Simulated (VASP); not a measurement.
Runs of VASP 6.6.1 on TiO2. The structure is that of space group R-3m (No. 166), or close to it. The cells are those of the table. 

```csv
level,potentials or basis,cell,gap on the mesh (eV),pressure (GPa),largest force (eV/Å)
PBEsol,"VASP PAW PBE potentials, release 64 (Ti_sv, O)","a = 7.334 Å, angles 24.0°, 3 atoms",2.47,-10.0,(d)
LDA,"VASP PAW LDA potentials, release 64 (Ti_sv, O)","a = 7.046 Å, angles 24.0°, 3 atoms",2.79,1.3,(b)
LDA,"VASP PAW LDA potentials, release 64 (Ti_sv, O)","a = 7.144 Å, angles 24.0°, 3 atoms",2.66,-4.5,(c)
PBE,"VASP PAW PBE potentials, release 64 (Ti_sv, O)","a = 7.144 Å, angles 24.0°, 3 atoms",2.73,2.4,0.26
PBEsol,"VASP PAW PBE potentials, release 64 (Ti_sv, O)","a = 7.192 Å, angles 24.0°, 3 atoms",(a),-3.9,0.38
```

Alike in all rows: task single point; no spin polarisation; k mesh 10 × 10 × 10; cutoff (eV) 520; smearing fermi-dirac 0.05 eV.

Fill in the values left out.

(a) 2.64; (b) 0.18; (c) 0.46; (d) 1.13.

Caveats: the PAW data sets were made with another functional, which shifts forces and pressure a little (some runs).

A k mesh can miss the band edges.
